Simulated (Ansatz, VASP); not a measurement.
# Cu in VASP and in Ansatz

File INCAR:

```
SYSTEM = Cu
PREC = Accurate ; ENCUT = 520
EDIFF = 1E-7 ; ISMEAR = -1
SIGMA = 0.1 ; LREAL = .False.
LASPH = .True. ; NELM = 60
ALGO = Normal ; ISIF = 2
LWAVE = .False. ; LCHARG = .False.
GGA = RE ; NBANDS = 18
```

The input KPOINTS:

```
Automatic mesh
0
Gamma
  16 16 9
  0 0 0
```

Contents of POSCAR:

```
Cu
1.0
    2.6223912477      0.0000000000      0.0000000000
   -1.3111956239      2.2710574392      0.0000000000
    0.0000000000      0.0000000000      4.2933480704
Cu
2
Direct
    0.3333333333      0.6666666667      0.2500000000
    0.6666666667      0.3333333333      0.7500000000
```

Input for Ansatz:

```yaml
crystal:
  lattice:
    - [2.6223912477, 0.0, 0.0]
    - [-1.3111956239, 2.2710574392, 0.0]
    - [0.0, 0.0, 4.2933480704]
  atoms:
    - { symbol: Cu, position: [0.3333333333, 0.6666666667, 0.25] }
    - { symbol: Cu, position: [0.6666666667, 0.3333333333, 0.75] }
hamiltonian:
  xc: revpbe
  pseudopotentials:
    kind: paw
    azcp:
      Cu: "pseudopotentials/Cu.paw.azcp"
basis:
  ecutwfc: 420
  fft_grid_basis: typed
kpoints:
  mp_grid: { grid: [16, 16, 9], shift: [0, 0, 0] }
magnetization:
  spin_polarized: false
scf:
  occupations: { method: fermi_dirac, width: 0.1 }
  lower_state_search: "off"
output:
  stress: true
```

Alike in both runs: task single point; functional revPBE; k mesh 16 × 16 × 9; occupations fermi-dirac, width 0.1 eV; no spin polarisation.

|  | VASP | Ansatz |
| --- | --- | --- |
| version | VASP 6.6.1 | Ansatz 0.2.0 |
| potentials or method | VASP PAW PBE potentials, release 64 (Cu), cutoff 520 eV | plane waves (420 eV) with PAW, scalar-relativistic |
| valence electrons in the cell | 22 | 38 |

```tsv
	VASP	Ansatz	Ansatz less VASP
pressure (GPa)	-4.0	-4.6	-0.52
traceless stress, the component that is largest in VASP (GPa)	-0.08	-0.06	+0.024
```

VASP's potentials were made for PBE, not for revPBE. VASP's potentials hold 22 valence electrons a cell and Ansatz's 38, so a difference there can come from the potentials and not from the codes.
